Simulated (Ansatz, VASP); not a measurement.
This is a calculation of BiTe for Ansatz 0.2.0.

File input.yaml:

```yaml
crystal:
  lattice:
    - [0.0, 3.235, 3.235]
    - [3.235, 0.0, 3.235]
    - [3.235, 3.235, 0.0]
  atoms:
    - { symbol: Bi, position: [0.0, 0.0, 0.0] }
    - { symbol: Te, position: [0.5, 0.5, 0.5] }
kpoints:
  mp_grid: { grid: [6, 6, 6] }
scf:
  occupations: { method: fermi_dirac, width: 0.05 }
hamiltonian:
  xc: hse06
  pseudopotentials: { kind: all_electron, datasets: crystal }
output:
  forces: true
  stress: true
```

Potentials or basis: all-electron PAW datasets made for the crystal.

Launch:

```console
$ ansatz run input.yaml --threads 2 --pin off --max-ram 8192MiB --backend cpu --events-out ev --progress --plain --runs-dir out
```

**Question.** Translate it to VASP 6.6.1. Potentials there: VASP PAW PBE potentials, release 64 (Bi_d, Te).

**Answer.** As run (the cutoff follows the program's own potentials):

Contents of POSCAR:

```
BiTe
1.0
    0.0000000000      3.2350000000      3.2350000000
    3.2350000000      0.0000000000      3.2350000000
    3.2350000000      3.2350000000      0.0000000000
Bi Te
1 1
Direct
    0.0000000000      0.0000000000      0.0000000000
    0.5000000000      0.5000000000      0.5000000000
```

INCAR.step1

```
SYSTEM = BiTe
PREC = Accurate
ENCUT = 400
EDIFF = 1E-5
ISMEAR = -1
SIGMA = 0.05
LREAL = .FALSE.
LASPH = .TRUE.
NELM = 120
ALGO = Normal
ISIF = 2
LWAVE = .TRUE.
LCHARG = .FALSE.
GGA = PE
NBANDS = 18
GGA_COMPAT = .FALSE.
```

The input INCAR.step2:

```
SYSTEM = BiTe
PREC = Accurate
ENCUT = 400
EDIFF = 1E-6
ISMEAR = -1
SIGMA = 0.05
LREAL = .FALSE.
LASPH = .TRUE.
NELM = 120
ALGO = Normal
ISIF = 2
LWAVE = .FALSE.
LCHARG = .FALSE.
GGA = PE
LHFCALC = .TRUE.
HFSCREEN = 0.2079
PRECFOCK = Normal
ISTART = 1
NBANDS = 18
GGA_COMPAT = .FALSE.
```

KPOINTS

```
regular mesh
0
G
  6 6 6
  0 0 0
```

Potentials or basis: VASP PAW PBE potentials, release 64 (Bi_d, Te).

Launch:

```console
$ cat potpaw_PBE.64/Bi_d/POTCAR potpaw_PBE.64/Te/POTCAR > POTCAR
$ cp INCAR.step1 INCAR
$ mpirun -np 1 vasp_std > vasp.out
$ cp INCAR.step2 INCAR
$ mpirun -np 1 vasp_std > vasp.out
```

Both were run:

|  | VASP | Ansatz | Ansatz less VASP |
| --- | --- | --- | --- |
| gap on the k mesh at the Fermi level (eV) | none | none | - |
| pressure (GPa) | -1.0 | -0.8 | +0.25 |

A gap of «none» marks a metal or a gap that the smearing closes. Ansatz ran all-electron here, and VASP with PAW potentials.

Neither program's run includes spin-orbit coupling. Noted on Ansatz's run: the k mesh is thin for a metal, which can move the energy by tens of meV per atom.
